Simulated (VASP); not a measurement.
# Ta (P6_3/mmc) in VASP: a series of runs, part 2 of 2

VASP 6.6.1.

## (5) Relaxation of cell and atoms, r2SCAN

This run uses another cell than the first one, of 18.81 Å³/atom.

POSCAR

```
Ta
1.0
    3.7480347416      0.0000000000      0.0000000000
   -1.8740173708      3.2458933005      0.0000000000
    0.0000000000      0.0000000000      6.1842573236
Ta
4
Direct
    0.3333333333      0.6666666667      0.4375000000
    0.6666666667      0.3333333333      0.9375000000
    0.6666666667      0.3333333333      0.5625000000
    0.3333333333      0.6666666667      0.0625000000
```

INCAR.step1

```
SYSTEM = Ta
ALGO = Normal
EDIFF = 1E-4
ENCUT = 600
GGA = PE
ISMEAR = 0
LASPH = .True.
LCHARG = .False.
LREAL = .False.
LWAVE = .True.
NELM = 80
PREC = Accurate
SIGMA = 0.1
```

INCAR.step2

```
SYSTEM = Ta
ALGO = Normal
EDIFF = 1E-6
EDIFFG = -0.04
ENCUT = 600
IBRION = 2
ISIF = 3
ISMEAR = 0
ISTART = 1
LASPH = .True.
LCHARG = .False.
LMIXTAU = .True.
LREAL = .False.
LWAVE = .False.
METAGGA = R2SCAN
NELM = 80
NSW = 90
PREC = Accurate
SIGMA = 0.1
```

KPOINTS

```
k-points
0
Gamma
  6 6 4
  0 0 0
```

Potentials or basis: VASP PAW PBE potentials, release 64 (Ta_pv).

On the command line:

```console
> cat potpaw_PBE.64/Ta_pv/POTCAR > POTCAR
> cp INCAR.step1 INCAR
> mpirun -np 1 vasp_std > vasp.out
> cp INCAR.step2 INCAR
> mpirun -np 1 vasp_std > vasp.out
```

OUTCAR:

```text
SYSTEM = Ta
   EDIFF = 1E-6
   EDIFFG = -0.04
   ENCUT = 600
   IBRION = 2
   ISIF = 3
   ISMEAR = 0
   ISTART = 1
   LASPH = .True.
   LREAL = .False.
   METAGGA = R2SCAN
   NELM = 80
   NSW = 90
   PREC = Accurate

 ion  position               nearest neighbor table
   1  0.333  0.667  0.438-   3 2.30   3 2.30   3 2.30   4 2.32
   2  0.667  0.333  0.938-   4 2.30   4 2.30   4 2.30   3 2.32
   3  0.667  0.333  0.562-   1 2.30   1 2.30   1 2.30   2 2.32
   4  0.333  0.667  0.062-   2 2.30   2 2.30   2 2.30   1 2.32

  LATTYP: Found a hexagonal cell.
 ALAT       =     3.7480347416
 C/A-ratio  =     1.6500000000

  Lattice vectors:

 A1 = (   3.7480347416,   0.0000000000,   0.0000000000)
 A2 = (  -1.8740173708,   3.2458933005,   0.0000000000)
 A3 = (   0.0000000000,   0.0000000000,   6.1842573236)

Analysis of symmetry for initial positions (statically):
=====================================================================
 Subroutine PRICEL returns:
 Original cell was already a primitive cell.

 Routine SETGRP: Setting up the symmetry group for a
 hexagonal supercell.

 Subroutine GETGRP returns: Found 24 space group operations
 (whereof 12 operations were pure point group operations)
 out of a pool of 24 trial point group operations.

The static configuration has the point symmetry D_3d.
 The point group associated with its full space group is D_6h.

Analysis of symmetry for dynamics (positions and initial velocities):
=====================================================================
 Subroutine PRICEL returns:
 Original cell was already a primitive cell.

 Routine SETGRP: Setting up the symmetry group for a
 hexagonal supercell.

 Subroutine GETGRP returns: Found 24 space group operations
 (whereof 12 operations were pure point group operations)
 out of a pool of 24 trial point group operations.

The dynamic configuration has the point symmetry D_3d.
 The point group associated with its full space group is D_6h.

 Subroutine INISYM returns: Found 24 space group operations
 (whereof 12 operations are pure point group operations),
[... 110 lines left out ...]
   EFERMI =   0.00;   METHOD = LEGACY
   ISMEAR =     0;   SIGMA  =   0.10  broadening in eV -4-tet -1-fermi 0-gaus
   EFERMI_NEDOS =   21; number of points for ismear=-14 and -15
   IALGO  =     38    algorithm
   IMIX   =      4    mixing-type and parameters
     AMIX     =   0.40;   BMIX     =  1.00
     AMIX_MAG =   1.60;   BMIX_MAG =  1.00
  volume/ion in A,a.u.               =      18.81       126.93
  Fermi-wavevector in a.u.,A,eV,Ry     =   1.369044  2.587117 25.501130  1.874280
  Thomas-Fermi vector in A             =   2.494954
   LORBIT       =      0    0 simple, 1 ext, 2 COOP (PROOUT), +10 PAW based schemes
   METAGGA = R2SCAN    functional components
   LHFCALC =     F    Hartree Fock is set to
   AEXX    =    0.0000 exact exchange contribution
   IVDW    =     0    specifies the selected vdW correction
   LEPSILON=     F    determine dielectric tensor
   LRPA    =     F    only Hartree local field effects (RPA)
 conjugate gradient relaxation of ions
 non-spin polarized calculation
 Gauss-broadening in eV      SIGMA  =   0.10
  energy-cutoff  :      600.00
  volume of cell :       75.24
 maximum number of plane-waves:      2539
 NGX is ok and might be reduce to    30
   NGX = 15   NGY = 15   NGZ = 25

--------------------------------------- Ionic step        1  -------------------------------------------

 number of electron      43.9999994 magnetization

 Free energy of the ion-electron system (eV)
  ---------------------------------------------------
  ext. energy  EPLUGINS =         0.00000000
  ---------------------------------------------------
  free energy    TOTEN  =      -177.35259764 eV

  energy without entropy =     -177.32446833  energy(sigma->0) =     -177.33853298

------------------------ aborting loop because EDIFF is reached ----------------------------------------

  FORCE on cell =-STRESS in cart. coord.  units (eV):
  Direction    XX          YY          ZZ          XY          YZ          ZX
  --------------------------------------------------------------------------------------
  -------------------------------------------------------------------------------------
  Total       29.1977078     29.1977078     25.8842584      0.0000000      0.0000000      0.0000000
  in kB      621.7759811    621.7759811    551.2148508      0.0000000      0.0000000      0.0000000
  external PRESSURE =     598.2556044 kB  Pullay stress =       0.0000000 kB
[... 1330 lines left out ...]
     25       5.2470      0.00000
     26       5.2470      0.00000

[... ionic steps 4 to 27 ...]

--------------------------------------- Ionic step       28  -------------------------------------------

 number of electron      43.9999998 magnetization

------------------------ aborting loop because EDIFF is reached ----------------------------------------
[... 71 lines left out ...]
--------------------------------------- Ionic step       30  -------------------------------------------

 number of electron      43.9999998 magnetization

 Free energy of the ion-electron system (eV)
  ---------------------------------------------------
  ext. energy  EPLUGINS =         0.00000000
  ---------------------------------------------------
  free energy    TOTEN  =      -186.32347060 eV

  energy without entropy =     -186.26626284  energy(sigma->0) =     -186.29486672

 E-fermi :   2.7642     XC(G=0): -11.4165

 val. band max:        2.7554589267   @ k =   0.1667   0.1667   0.2500
 cond. band min:       2.7807500858   @ k =   0.3333   0.1667   0.2500
 fundamental gap:      0.0252911592
 Fermi energy:         2.7642496248
[... 638 lines left out ...]
  FREE ENERGIE OF THE ION-ELECTRON SYSTEM (eV)
  ---------------------------------------------------
  free  energy   TOTEN  =      -186.3234705961 eV

  energy  without entropy=     -186.2662628449  energy(sigma->0) =     -186.29486672

 reached required accuracy - stopping structural energy minimisation
```

OSZICAR.step1:

```text
N       E                     dE             d eps       ncg     rms          rms(c)
DAV:   1     0.480935391959E+03    0.48094E+03   -0.27648E+04  1092   0.195E+03
DAV:   2    -0.854504949323E+01   -0.48948E+03   -0.48239E+03  1216   0.528E+02
DAV:   3    -0.302714360133E+02   -0.21726E+02   -0.20908E+02  1476   0.893E+01
DAV:   4    -0.309539226136E+02   -0.68249E+00   -0.66260E+00  1312   0.134E+01
DAV:   5    -0.309745387935E+02   -0.20616E-01   -0.20495E-01  1412   0.185E+00    0.349E+01
DAV:   6    -0.306761363868E+02    0.29840E+00   -0.10150E-01  1268   0.283E+00    0.204E+01
DAV:   7    -0.305282276829E+02    0.14791E+00   -0.14361E-01  1196   0.343E+00    0.360E-01
DAV:   8    -0.305281022801E+02    0.12540E-03   -0.11673E-02  1206   0.807E-01    0.151E-01
DAV:   9    -0.305282152415E+02   -0.11296E-03   -0.32378E-04  1120   0.110E-01    0.723E-02
DAV:  10    -0.305282183918E+02   -0.31503E-05   -0.33390E-05   658   0.483E-02
   1 F= -.30528218E+02 E0= -.30513048E+02  d E =-.303403E-01
```

It took 44 min on 1 thread of Intel Xeon 6975P-C (Granite Rapids), shared host; peak memory 0.24 GiB.

What came out:

| Property | Result |
| --- | --- |
| Free energy | -186.3235 eV |
| Relaxed volume | 24.93 Å³/atom |
| Relaxed cell | a = 4.642 Å, b = 4.642 Å, c = 5.345 Å, α = 90.00°, β = 90.00°, γ = 120.00° |
| Space group after relaxing (to 0.1 Å) | P6/mmm (No. 191) |
| Energy gained by relaxing | 2242.7 meV/atom |
| Ionic steps | 30 |
| Pressure after relaxing | 0.0 GPa |
| Largest force after relaxing | 0.033 eV/Å |
| Band gap on the k mesh | zero (bands 22 and 23 overlap by 0.84 eV) |

Forces in eV/Å, atoms in the order of the input:
```
Ta   0.000  0.000 -0.033
Ta   0.000  0.000 -0.033
Ta   0.000  0.000  0.033
Ta   0.000  0.000  0.033
```

The path:
```tsv
step	energy change (eV)	largest force (eV/Å)	pressure (GPa)	volume (Å³)
1	0.0000	0.2967	59.83	75.24
2	-0.1235	0.3782	-14.39	180.49
3	-4.7200	0.8797	-2.07	114.10
4	-4.7408	0.8952	-0.71	111.85
5	-4.7438	0.9012	0.07	110.65
6	-4.8861	0.8118	-0.74	111.35
7	-5.0594	0.0820	-2.42	113.43
8	-5.1717	0.4646	-3.40	114.38
9	-5.3405	0.1900	-5.00	116.29
10	-5.3532	0.2043	-5.06	116.31
11	-5.3907	0.2435	-5.22	116.37
12	-5.4652	0.2735	-5.57	116.48
13	-5.6185	0.2638	-6.28	116.70
14	-5.9945	0.0218	-7.82	117.09
15	-6.4013	1.1294	-8.84	117.71
16	-6.4089	0.5563	-9.01	117.55
17	-6.4213	0.7342	-9.00	117.61
18	-6.5999	0.8276	-8.59	116.18
19	-7.1144	1.1512	-7.08	111.93
20	-7.9648	2.0129	-2.54	103.54
21	-7.7219	3.8813	19.13	87.28
22	-8.2764	2.8192	3.53	96.89
23	-8.6002	2.1985	3.39	96.47
24	-8.8382	0.7450	6.35	95.00
25	-8.8977	0.4970	4.73	95.53
26	-8.8992	0.3299	4.94	95.46
27	-8.9624	0.1500	1.58	98.26
28	-8.9705	0.0640	-0.07	99.81
29	-8.9705	0.0687	0.02	99.72
30	-8.9709	0.0333	0.04	99.72
```

Final structure:
```
Ta
1.0
     4.64165    0.00000    0.00000
    -2.32082    4.01978    0.00000
     0.00000    0.00000    5.34467
Ta
4
Direct
  0.33333 0.66667 0.50017
  0.66667 0.33333 0.00017
  0.66667 0.33333 0.49983
  0.33333 0.66667 0.99983
```

Caveat: the volume moved by over 15 % at a fixed basis, so the end points are rough; the PAW data sets were made with another functional, which shifts forces and pressure a little; spin-orbit coupling is left out, which moves the levels of the heavy elements.

## (6) Summary

| task | cell | k mesh | cutoff (eV) | gap on the mesh (eV) | pressure (GPa) |
| --- | --- | --- | --- | --- | --- |
| single point | a = 3.233, b = 3.233, c = 8.806 Å, angles 90.0, 90.0, 120.0°, 4 atoms, atomic positions A | 6 × 6 × 2 | 520 | none | 188.5 |
| single point | a = 4.620, b = 4.620, c = 4.715 Å, angles 90.0, 90.0, 120.0°, 4 atoms, atomic positions A | 6 × 6 × 2 | 520 | none | 0.7 |
| single point | a = 4.619, b = 4.619, c = 4.776 Å, angles 90.0, 90.0, 120.0°, 4 atoms, atomic positions A | 6 × 6 × 4 | 520 | none | 0.5 |
| relaxation of cell and atoms | relaxed from a = 3.748, b = 3.748, c = 6.184 Å, angles 90.0, 90.0, 120.0°, 4 atoms, atomic positions B | 6 × 6 × 4 | 600 | none | 0.0 |

Alike in all rows: level r2SCAN; potentials or basis VASP PAW PBE potentials, release 64 (Ta_pv); no spin polarisation; smearing gaussian 0.1 eV.

Caveats: some runs use coarse meshes; the PAW data sets were made with another functional, which shifts forces and pressure a little; spin-orbit coupling is left out, which moves the levels of the heavy elements; atoms lie so close that the PAW spheres overlap strongly, which falsifies energies and pressures (at least some runs); the volume moved by over 15 % at a fixed basis, so the end points are rough (at least some runs).

Total energies depend on the potentials used, so only differences within one code and one set of settings carry meaning.
